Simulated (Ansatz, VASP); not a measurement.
# Co in VASP and in Ansatz

```
Co
1.0
     2.55240    0.00000    0.00000
    -1.27620    2.21045    0.00000
     0.00000    0.00000    4.12300
Co
2
Direct
  0.33333 0.66667 0.25000
  0.66667 0.33333 0.75000
```

Alike in both runs: task single point; functional RPBE; k mesh 23 × 23 × 13; occupations fermi-dirac, width 0.05 eV; collinear spin.

```csv
,VASP,Ansatz
version,VASP 6.6.1,Ansatz 0.2.0
potentials or method,"VASP PAW PBE potentials, release 64 (Co), cutoff 520 eV","plane waves (420 eV) with PAW, scalar-relativistic"
valence electrons in the cell,18,34
```

```tsv
	VASP	Ansatz	Ansatz less VASP
pressure (GPa)	-7.4	-7.0	+0.37
traceless stress, the component that is largest in VASP (GPa)	0.13	0.30	+0.166
net moment per atom (μB)	1.66	1.68	+0.014
size of the moment on the site where the two differ most (μB)	1.70	1.77	+0.066
```

VASP's potentials were made for PBE, not for RPBE. Site moments also hang on the region over which each program counts them. With one functional, cell and mesh, what is left measures potentials, basis and numerics. VASP's potentials hold 18 valence electrons a cell and Ansatz's 34, so a difference there can come from the potentials and not from the codes.
